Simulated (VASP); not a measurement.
Ni:

```
Ni
1.0
     0.00000    1.64258    1.64258
     1.64258    0.00000    1.64258
     1.64258    1.64258    0.00000
Ni
1
Cartesian
  0.0000 0.0000 0.0000
```

Base run:

- Program: VASP 6.6.1
- Functional: PBE
- Dispersion: D4
- Potentials or basis: VASP PAW PBE potentials, release 64 (Ni_sv_GW)
- Cutoff: 590 eV
- k mesh: 13 × 13 × 13
- Occupations: tetrahedron
- Spin: collinear spin, ferromagnetic start
- Starting moments: [1.0] μB
- Hubbard terms: Ni d U = 3.5 eV

Its results: pressure 50.4 GPa; net moment 0.68 μB per cell; site moments Ni +0.74 μB.

The run is repeated on the same cell with these changes: potentials or basis from VASP PAW PBE potentials, release 64 (Ni_sv_GW) to VASP PAW PBE potentials, release 64 (Ni); cutoff from 590 eV to 520 eV; further incar settings from ALGO = Normal; EDIFF = 1e-06; NBANDS = 19 to ALGO = Normal; EDIFF = 1e-07; NBANDS = 15; valence electrons from 18 to 10. What comes out?

Pressure 38.8 GPa; net moment 0.61 μB per cell; site moments Ni +0.61 μB.

Caveats: pairwise dispersion overbinds metals, which lowers pressure and volume; the U is typed as a test and isn't derived for this compound; tetrahedron occupations give inexact forces and stress in metals.
